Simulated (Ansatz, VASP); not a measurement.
Two plane-wave programs on SnO2

```
Sn O
1.0
     1.55190    0.89599    4.41036
    -1.55190    0.89599    4.41036
     0.00000   -1.79198    4.41036
Sn O
1 2
Direct
  0.50000 0.50000 0.50000
  0.24144 0.24144 0.24144
  0.75856 0.75856 0.75856
```

Alike in both runs: task single point; functional PBEsol; k mesh 12 × 12 × 12; occupations gaussian, width 0.05 eV; no spin polarisation.

```csv
,VASP,Ansatz
version,VASP 6.6.1,Ansatz 0.2.0
potentials or method,"VASP PAW PBE potentials, release 64 (Sn_d, O), cutoff 520 eV","scalar-relativistic, plane waves, PAW"
valence electrons in the cell,26,26
```

Ansatz gave:

```
gap on the k mesh at the Fermi level (eV)                     : 2.52
least direct gap on the mesh (eV)                             : 2.65
pressure (GPa)                                                : 16.2
traceless stress, the component that is largest in VASP (GPa) : -8.02
rms of the force components (eV/Å)                            : 0.375
```

**Question.** Which values does VASP return?

**Answer.** gap on the k mesh at the Fermi level (eV): 2.51; least direct gap on the mesh (eV): 2.64; pressure (GPa): 17.2; traceless stress, the component that is largest in VASP (GPa): -8.62; rms of the force components (eV/Å): 0.413.

VASP's potentials were made for PBE, not for PBEsol, and Ansatz warns of the same on its side. Atom by atom the forces differ by 0.038 eV/Å (rms over components).
